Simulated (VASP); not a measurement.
A run of VASP 6.6.1:

File INCAR:

```
SYSTEM = BN
  PREC = Accurate
  ENCUT = 600
  EDIFF = 1E-6
  ISMEAR = -1
  SIGMA = 0.02
  LREAL = .FALSE.
  LASPH = .TRUE.
  NELM = 120
  ALGO = Normal
  ISIF = 2
  LWAVE = .FALSE.
  LCHARG = .TRUE.
  GGA = PS
  LELF = .TRUE.
  LVHAR = .TRUE.
  NBANDS = 16
  GGA_COMPAT = .FALSE.
```

Contents of KPOINTS:

```
regular mesh
0
G
  13 13 4
  0 0 0
```

File POSCAR:

```
BN
1.0
    2.4982400000      0.0000000000      0.0000000000
   -1.2491200000      2.1635393048      0.0000000000
    0.0000000000      0.0000000000      6.6357000000
B N
2 2
Direct
    0.3333333333      0.6666666667      0.2500000000
    0.6666666667      0.3333333333      0.7500000000
    0.3333333333      0.6666666667      0.7500000000
    0.6666666667      0.3333333333      0.2500000000
```

Potentials or basis: VASP PAW PBE potentials, release 64 (B, N).

The run is started by

```bash
$ cat potpaw_PBE.64/B/POTCAR potpaw_PBE.64/N/POTCAR > POTCAR
$ mpirun -np 1 vasp_std > vasp.out
```

Hardware: 1 thread of Intel(R) Xeon(R) Platinum 8259CL CPU @ 2.50GHz (Skylake/Cascade Lake), on a shared host.

Task: Estimate the wall time of this run.

Result: It took 28 s on 1 thread of Intel(R) Xeon(R) Platinum 8259CL CPU @ 2.50GHz (Skylake/Cascade Lake), with other jobs on the host, peak memory 0.17 GiB. Counts: scf iterations 13, k points 63.
